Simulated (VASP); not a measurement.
# C (Fmmm) in VASP: notebook

C is run at these levels: r2SCAN; tasks: single point.

All numbers are computed with VASP 6.6.1; they aren't measurements. Logs are shortened: lines on timing, memory, paths and dates and some standing lists are left out, and cuts for length are marked.

## (1) The cell of the first run

It takes space group Fmmm (No. 69, orthorhombic). The conventional cell has a = 2.419 Å, b = 4.190 Å, c = 7.230 Å, α = 90.00°, β = 90.00°, γ = 90.00°. C (site symmetry m2m) has 3 C at 1.40 Å within 1.9 Å.

## (2) Single point, r2SCAN (strain -0.015 along x and y, +0.015 along z)

POSCAR

```
C
1.0
    0.0000000000      2.0948551915      3.6151901162
    1.2095023860      0.0000000000      3.6151901162
    1.2095023860      2.0948551915      0.0000000000
C
2
Direct
    0.1667039277      0.8332960723      0.1667039277
    0.8332960723      0.1667039277      0.8332960723
```

INCAR.step1

```
PREC = Accurate
ENCUT = 520
ISMEAR = 0
SIGMA = 0.05
LREAL = F
LASPH = T
NELM = 60
NBANDS = 11
GGA = PE
ALGO = Normal
EDIFF = 1E-4
LWAVE = T
LCHARG = F
```

INCAR.step2

```
PREC = Accurate
ENCUT = 520
EDIFF = 1E-6
ISMEAR = 0
SIGMA = 0.05
LREAL = F
LASPH = T
NELM = 60
ALGO = Normal
ISIF = 2
LWAVE = F
LCHARG = F
METAGGA = R2SCAN
LMIXTAU = T
NBANDS = 11
ISTART = 1
```

KPOINTS

```
Automatic mesh
0
Gamma
  14 14 14
```

Potentials or basis: VASP PAW PBE potentials, release 64 (C).

Command:

```bash
cat potpaw_PBE.64/C/POTCAR > POTCAR
cp INCAR.step1 INCAR
mpirun -np 1 vasp_std > vasp.out
cp INCAR.step2 INCAR
mpirun -np 1 vasp_std > vasp.out
```

OUTCAR:

```text
PREC = Accurate
   ENCUT = 520
   EDIFF = 1E-6
   ISMEAR = 0
   LREAL = F
   LASPH = T
   NELM = 60
   ISIF = 2
   METAGGA = R2SCAN
   ISTART = 1

 ion  position               nearest neighbor table
   1  0.167  0.833  0.167-   2 1.40   2 1.40   2 1.40
   2  0.833  0.167  0.833-   1 1.40   1 1.40   1 1.40

  LATTYP: Found a face centered orthorhombic cell.
 ALAT       =     2.4190047720
 B/A-ratio  =     1.7319975684
 C/A-ratio  =     2.9889896523

  Lattice vectors:

 A1 = (   0.0000000000,   2.0948551915,   3.6151901162)
 A2 = (   1.2095023860,   0.0000000000,   3.6151901162)
 A3 = (   1.2095023860,   2.0948551915,   0.0000000000)

Analysis of symmetry for initial positions (statically):
=====================================================================
 Subroutine PRICEL returns:
 Original cell was already a primitive cell.

 Routine SETGRP: Setting up the symmetry group for a
 face centered orthorhombic supercell.

 Subroutine GETGRP returns: Found  8 space group operations
 (whereof  8 operations were pure point group operations)
 out of a pool of  8 trial point group operations.

The static configuration has the point symmetry D_2h.

Analysis of symmetry for dynamics (positions and initial velocities):
=====================================================================
 Subroutine PRICEL returns:
 Original cell was already a primitive cell.

 Routine SETGRP: Setting up the symmetry group for a
 face centered orthorhombic supercell.

 Subroutine GETGRP returns: Found  8 space group operations
 (whereof  8 operations were pure point group operations)
 out of a pool of  8 trial point group operations.

The dynamic configuration has the point symmetry D_2h.

 Subroutine INISYM returns: Found  8 space group operations
 (whereof  8 operations are pure point group operations),
 and found     1 'primitive' translations

----------------------------------------------------------------------------------------

                                     Primitive cell

  volume of cell :      18.3198

  direct lattice vectors                    reciprocal lattice vectors
     0.000000000  2.094855192  3.615190116    -0.413393149  0.238679982  0.138305313
     1.209502386  0.000000000  3.615190116     0.413393149 -0.238679982  0.138305313
     1.209502386  2.094855192  0.000000000     0.413393149  0.238679982 -0.138305313

  length of vectors
     4.178279293  3.812151046  2.418949006     0.496981276  0.496981276  0.496981276

  position of ions in fractional coordinates (direct lattice)
     0.166703928  0.833296072  0.166703928
     0.833296072  0.166703928  0.833296072

  ion indices of the primitive-cell ions
   primitive index   ion index
                 1           1
                 2           2

----------------------------------------------------------------------------------------

 KPOINTS: Automatic mesh

Automatic generation of k-mesh.
 Grid dimensions read from file:
 generate k-points for:   14   14   14

 Generating k-lattice:

  Cartesian coordinates                     Fractional coordinates (reciprocal lattice)
    -0.029528082  0.017048570  0.009878951     0.071428571  0.000000000  0.000000000
     0.029528082 -0.017048570  0.009878951     0.000000000  0.071428571  0.000000000
     0.029528082  0.017048570 -0.009878951     0.000000000  0.000000000  0.071428571

  Length of vectors
     0.035498663  0.035498663  0.035498663

  Shift w.r.t. Gamma in fractional coordinates (k-lattice)
     0.000000000  0.000000000  0.000000000

 Subroutine IBZKPT returns following result:
 ===========================================

 Found    428 irreducible k-points:

 Following reciprocal coordinates:
            Coordinates               Weight
  0.000000  0.000000  0.000000      1.000000
  0.071429 -0.000000 -0.000000      8.000000
  0.142857 -0.000000  0.000000      8.000000
  0.214286  0.000000 -0.000000      8.000000
  0.285714 -0.000000 -0.000000      8.000000
  0.357143 -0.000000 -0.000000      8.000000
[... 16 lines left out ...]
  0.214286  0.142857 -0.000000      8.000000
  0.285714  0.142857 -0.000000      8.000000
 [... further k-points ...]
   k-points           NKPTS =    428   k-points in BZ     NKDIM =    428   number of bands    NBANDS=     11
   number of dos      NEDOS =    301   number of ions     NIONS =      2
   total plane-waves  NPLWV =  16128
   dimension x,y,z NGX =    32 NGY =   28 NGZ =   18
   dimension x,y,z NGXF=    64 NGYF=   56 NGZF=   36
   ions per type =               2
   NGX,Y,Z   is equivalent  to a cutoff of  12.73, 12.21, 12.37 a.u.
   NGXF,Y,Z  is equivalent  to a cutoff of  25.46, 24.42, 24.74 a.u.
 SYSTEM =  unknown system
   PREC   = accura    normal or accurate (medium, high low for compatibility)
   ISTART =      1    job   : 0-new  1-cont  2-samecut
   ICHARG =      0    charge: 1-file 2-atom 10-const
   ISPIN  =      1    spin polarized calculation?
   LNONCOLLINEAR =      F non collinear calculations
   LSORBIT =      F    spin-orbit coupling
   LASPH  =      T    aspherical Exc in radial PAW
   ENCUT  =  520.0 eV  38.22 Ry    6.18 a.u.   7.77  7.09  4.50*2*pi/ulx,y,z
   NELM   =     60;   NELMIN=  2; NELMDL=  0     # of ELM steps
   EDIFF  = 0.1E-05   stopping-criterion for ELM
   LREAL  =      F    real-space projection
   EDIFFG = 0.1E-04   stopping-criterion for IOM
   NSW    =      0    number of steps for IOM
   IBRION =     -1    ionic relax: 0-MD 1-quasi-New 2-CG
   NFREE  =      0    steps in history (QN), initial steepest desc. (CG)
   ISIF   =      2    stress and relaxation
   ISYM   =      2    0-nonsym 1-usesym 2-fastsym
   POTIM  = 0.5000    time-step for ionic-motion
   TEBEG  =    0.0;   TEEND  =   0.0 temperature during run
   PSTRESS=    0.0 pullay stress
   NELECT =       8.0000    total number of electrons
   NUPDOWN=      -1.0000    fix difference up-down
   EMIN   =  10.00;   EMAX   =-10.00  energy-range for DOS
   EFERMI =   0.00;   METHOD = LEGACY
   ISMEAR =     0;   SIGMA  =   0.05  broadening in eV -4-tet -1-fermi 0-gaus
   EFERMI_NEDOS =   21; number of points for ismear=-14 and -15
   IALGO  =     38    algorithm
   IMIX   =      4    mixing-type and parameters
     AMIX     =   0.40;   BMIX     =  1.00
     AMIX_MAG =   1.60;   BMIX_MAG =  1.00
  volume/ion in A,a.u.               =       9.16        61.81
  Fermi-wavevector in a.u.,A,eV,Ry     =   1.242027  2.347090 20.988754  1.542630
  Thomas-Fermi vector in A             =   2.376399
   LORBIT       =      0    0 simple, 1 ext, 2 COOP (PROOUT), +10 PAW based schemes
   METAGGA = R2SCAN    functional components
   LHFCALC =     F    Hartree Fock is set to
   AEXX    =    0.0000 exact exchange contribution
   IVDW    =     0    specifies the selected vdW correction
   LEPSILON=     F    determine dielectric tensor
   LRPA    =     F    only Hartree local field effects (RPA)
 non-spin polarized calculation
 Gauss-broadening in eV      SIGMA  =   0.05
  energy-cutoff  :      520.00
  volume of cell :       18.32
 maximum number of plane-waves:       512
   NGX = 15   NGY = 15   NGZ =  9

 number of electron       8.0000000 magnetization

 Free energy of the ion-electron system (eV)
  ---------------------------------------------------
  ext. energy  EPLUGINS =         0.00000000
  ---------------------------------------------------
  free energy    TOTEN  =       -19.83770158 eV

  energy without entropy =      -19.83770158  energy(sigma->0) =      -19.83770158

 E-fermi :   4.3424     XC(G=0): -10.7032

 val. band max:        4.1078368317   @ k =   0.5000  -0.1429   0.3571
 cond. band min:       4.8662732282   @ k =  -0.0714   0.2857   0.2857
 fundamental gap:      0.7584363965
 Fermi energy:         4.3424380253

 k-point     1 :       0.0000    0.0000    0.0000
  band No.  band energies     occupation
      1     -16.9851      2.00000
      2      -3.4294      2.00000
      3       1.1308      2.00000
      4       1.1315      2.00000
      5       7.9681      0.00000
      6      13.3435      0.00000
      7      13.3905      0.00000
      8      17.4147      0.00000
      9      18.7336      0.00000
     10      28.5733      0.00000
     11      28.9340      0.00000

 k-point     2 :       0.0714   -0.0000   -0.0000
  band No.  band energies     occupation
      1     -16.8508      2.00000
      2      -3.2938      2.00000
      3       0.5999      2.00000
      4       0.8449      2.00000
      5       8.1803      0.00000
      6      13.4599      0.00000
      7      13.9356      0.00000
      8      16.8912      0.00000
      9      18.9680      0.00000
     10      28.1891      0.00000
     11      29.3743      0.00000

 k-point     3 :       0.1429   -0.0000    0.0000
  band No.  band energies     occupation
      1     -16.4496      2.00000
      2      -2.8877      2.00000
      3      -0.7904      2.00000
      4       0.1390      2.00000
      5       8.8138      0.00000
      6      13.5231      0.00000
      7      15.4646      0.00000
      8      15.5152      0.00000
      9      19.7241      0.00000
     10      26.8763      0.00000
     11      30.4639      0.00000

 k-point     4 :       0.2143    0.0000   -0.0000
  band No.  band energies     occupation
      1     -15.7853      2.00000
      2      -2.6594      2.00000
      3      -2.2141      2.00000
      4      -0.7103      2.00000
      5       9.8519      0.00000
      6      13.3904      0.00000
      7      13.4726      0.00000
      8      17.7657      0.00000
      9      20.9271      0.00000
     10      25.1151      0.00000
     11      30.0555      0.00000
[... 239 lines left out ...]
 k-point    22 :       0.1429    0.1429    0.0000
  band No.  band energies     occupation
      1     -16.9562      2.00000
      2      -3.7151      2.00000
      3       1.1286      2.00000
      4       1.1318      2.00000
      5       8.7493      0.00000
      6      13.3470      0.00000
      7      13.3809      0.00000
      8      17.4289      0.00000
      9      18.7181      0.00000
     10      26.9328      0.00000
     11      28.8854      0.00000

 k-point    23 :       0.2143    0.1429   -0.0000
  band No.  band energies     occupation
      1     -16.8096      2.00000
      2      -3.6940      2.00000
      3       0.5958      2.00000
      4       0.8450      2.00000
      5       9.3164      0.00000
      6      13.4519      0.00000
      7      13.9348      0.00000
      8      16.9243      0.00000
      9      18.9399      0.00000
     10      26.1561      0.00000
     11      29.2615      0.00000

 k-point    24 :       0.2857    0.1429   -0.0000
  band No.  band energies     occupation
      1     -16.3989      2.00000
      2      -3.3688      2.00000
      3      -0.7995      2.00000
      4       0.1390      2.00000
      5      10.2535      0.00000
      6      13.5165      0.00000
      7      15.4890      0.00000
      8      15.5736      0.00000
      9      19.6584      0.00000
     10      25.3308      0.00000
     11      29.8129      0.00000

 [... further k-points ...]

------------------------ aborting loop because EDIFF is reached ----------------------------------------

  FORCE on cell =-STRESS in cart. coord.  units (eV):
  Direction    XX          YY          ZZ          XY          YZ          ZX
  --------------------------------------------------------------------------------------
  -------------------------------------------------------------------------------------
  Total        2.3287518      2.3259619     -0.0510830      0.0000000      0.0000000      0.0000000
  in kB      203.6628919    203.4188996     -4.4675029      0.0000000      0.0000000      0.0000000
  external PRESSURE =     134.2047629 kB  Pullay stress =       0.0000000 kB

 VOLUME and BASIS-vectors are now :
 -----------------------------------------------------------------------------
  energy-cutoff  :      520.00
  volume of cell :       18.32
      direct lattice vectors                 reciprocal lattice vectors
     0.000000000  2.094855192  3.615190116    -0.413393149  0.238679982  0.138305313
     1.209502386  0.000000000  3.615190116     0.413393149 -0.238679982  0.138305313
     1.209502386  2.094855192  0.000000000     0.413393149  0.238679982 -0.138305313

 POSITION                                       TOTAL-FORCE (eV/Angst)
 -----------------------------------------------------------------------------------
      1.20950      0.69844      3.61519         0.000000     -0.005057      0.000000
      1.20950      3.49127      3.61519         0.000000      0.005057      0.000000
 -----------------------------------------------------------------------------------
    total drift:                               -0.000000     -0.000000      0.000000

  FREE ENERGIE OF THE ION-ELECTRON SYSTEM (eV)
  ---------------------------------------------------
  free  energy   TOTEN  =       -19.8377015764 eV

  energy  without entropy=      -19.8377015764  energy(sigma->0) =      -19.83770158
```

Run time: 5 min. Hardware: 1 thread of AMD EPYC 7R13 (Zen 3), shared host; peak memory 0.16 GiB.

Results:

| Item | Value |
| --- | --- |
| Free energy | -19.8377 eV |
| Pressure | 13.4 GPa |
| Largest force | 0.005 eV/Å |
| Band gap on the k mesh | 0.76 eV, indirect (least direct gap 0.88 eV) |

Forces in eV/Å, atoms in the order of the input:
```
C    0.000 -0.005  0.000
C    0.000  0.005  0.000
```

Levels at points of the mesh, in eV from the valence-band top:
```csv
k point,band 1,band 2,band 3,band 4,band 5,band 6,band 7,band 8,band 9
"(0.00, 0.00, 0.00)",-21.09,-7.54,-2.98,-2.98,3.86,9.24,9.28,13.31,14.63
"(0.50, 0.00, 0.00)",-15.27,-14.18,-6.75,-2.41,2.01,8.46,12.99,13.72,19.78
"(0.50, 0.50, 0.00)",-20.94,-8.87,-2.99,-2.97,9.23,9.25,9.35,13.39,14.54
"(0.50, 0.00, 0.50)",-15.32,-14.22,-6.74,-1.92,2.65,8.58,11.64,11.77,19.05
"(0.00, 0.50, 0.50)",-15.21,-14.13,-6.76,-2.86,1.47,8.35,14.40,17.04,20.39
```

Caveat: the cell differs from its parent crystal (strain -0.015 along x and y, +0.015 along z); the PAW data sets were made with another functional, which shifts forces and pressure a little.

[end of part 1 of 2]
